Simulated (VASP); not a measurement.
SbRh, 8 atoms in the cell. It takes space group Pnma (No. 62, orthorhombic). The conventional cell has a = 5.985 Å, b = 3.889 Å, c = 6.408 Å, α = 90.00°, β = 90.00°, γ = 90.00°. Within 3.4 Å of Sb (site symmetry m) lie 6 Rh at 2.60 to 2.77 Å and 2 Sb at 3.28 Å. Within 3.4 Å of Rh (site symmetry m) lie 6 Sb at 2.60 to 2.77 Å and 4 Rh at 3.07 to 3.18 Å. 

| Item | Value |
| --- | --- |
| Program | VASP 6.6.1 |
| Task | single point |
| Functional | r2SCAN |
| Potentials or basis | VASP PAW PBE potentials, release 64 (Sb, Rh_pv) |
| Cutoff | 520 eV |
| k mesh | 6 × 9 × 5 |
| Occupations | fermi-dirac, width 0.1 eV |
| Spin | no spin polarisation |
| Dipole correction | no |
| Further INCAR settings | ALGO = Normal; EDIFF = 1e-06; NBANDS = 50 |

Potentials or basis: VASP PAW PBE potentials, release 64 (Sb, Rh_pv).

Run with:

```bash
$ cat potpaw_PBE.64/Sb/POTCAR potpaw_PBE.64/Rh_pv/POTCAR > POTCAR
$ cp INCAR.step1 INCAR
$ mpirun -np 1 vasp_std > vasp.out
$ cp INCAR.step2 INCAR
$ mpirun -np 1 vasp_std > vasp.out
```

Hardware: 1 thread of Intel(R) Xeon(R) Platinum 8559C (Emerald Rapids) (shared host).

Q: How long does it take, and how much memory?

A: It took 15 min on 1 thread of Intel(R) Xeon(R) Platinum 8559C (Emerald Rapids), on a shared host, peak memory 0.49 GiB. Counts: k points 60.
